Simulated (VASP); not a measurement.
# CdTe: single point with PBEsol

Crystal: CdTe.

```
CELL_PARAMETERS angstrom
0.00000 3.26786 3.26786
3.26786 0.00000 3.26786
3.26786 3.26786 0.00000
ATOMIC_POSITIONS crystal
Te 0.75000 0.75000 0.75000
Cd 0.00000 0.00000 0.00000
```

- Program: VASP 6.6.1
- Task: single point
- Functional: PBEsol
- Potentials or basis: VASP PAW PBE potentials, release 64 (Te, Cd)
- Cutoff: 520 eV
- k mesh: 7 × 7 × 7
- Occupations: fermi-dirac, width 0.05 eV
- Spin: non-collinear spin, zero start, spin-orbit coupling
- Starting moments: [[0.0, 0.0, 0.0], [0.0, 0.0, 0.0]] μB
- Dipole correction: no
- Further INCAR settings: ALGO = Normal; EDIFF = 1e-06; NBANDS = 30

```json
{
  "Pressure": "-0.6 GPa",
  "Net moment": "0.00 μB per cell",
  "Valence electrons inside the program's atomic spheres": "Te 3.41; Cd 10.30"
}
```

Moments on the atoms (μB; x, y, z):
```
Te  0.00 0.00 0.00
Cd  0.00 0.00 0.00
```

Run time: 3.5 min on 1 thread of Intel Xeon 8259CL (shared host), peak memory 0.43 GiB.

Caveat: the PAW data sets were made with another functional, which shifts forces and pressure a little.
